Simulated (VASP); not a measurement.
Here is a VASP 6.6.1 calculation.

Contents of INCAR:

```
SYSTEM = Zr2Si2C
  PREC = Accurate
  ENCUT = 520
  EDIFF = 1E-7
  ISMEAR = 0
  SIGMA = 0.1
  LREAL = .False.
  LASPH = .True.
  NELM = 150
  ALGO = Normal
  ISIF = 2
  LWAVE = .False.
  LCHARG = .False.
  ISPIN = 2
  MAGMOM = 1 1 0 0 0
  LORBIT = 11
  LMAXMIX = 4
  GGA = PE
  NBANDS = 30
```

Contents of KPOINTS:

```
regular mesh
0
Gamma
  6 6 4
  0 0 0
```

The input POSCAR:

```
Zr2Si2C
1.0
    4.6367083583      0.0000000000      0.0000000000
   -2.3183541792      4.0155072283      0.0000000000
    0.0000000000      0.0000000000      6.1259910644
Zr Si C
2 2 1
Direct
    0.6666666667      0.3333333333      0.5000000000
    0.3333333333      0.6666666667      0.5000000000
    0.0000000000      0.0000000000      0.7134221436
    0.0000000000      0.0000000000      0.2865778564
    0.0000000000      0.0000000000      0.0000000000
```

Potentials or basis: VASP PAW PBE potentials, release 64 (Zr_sv, Si, C).

Launch:

```bash
$ cat potpaw_PBE.64/Zr_sv/POTCAR potpaw_PBE.64/Si/POTCAR potpaw_PBE.64/C/POTCAR > POTCAR
$ mpirun -np 1 vasp_std > vasp.out
```

Task: What does it give for the pressure?

Result: 0.0 GPa.

Task: What does it give for the net moment?

Result: 0.00 μB per cell.
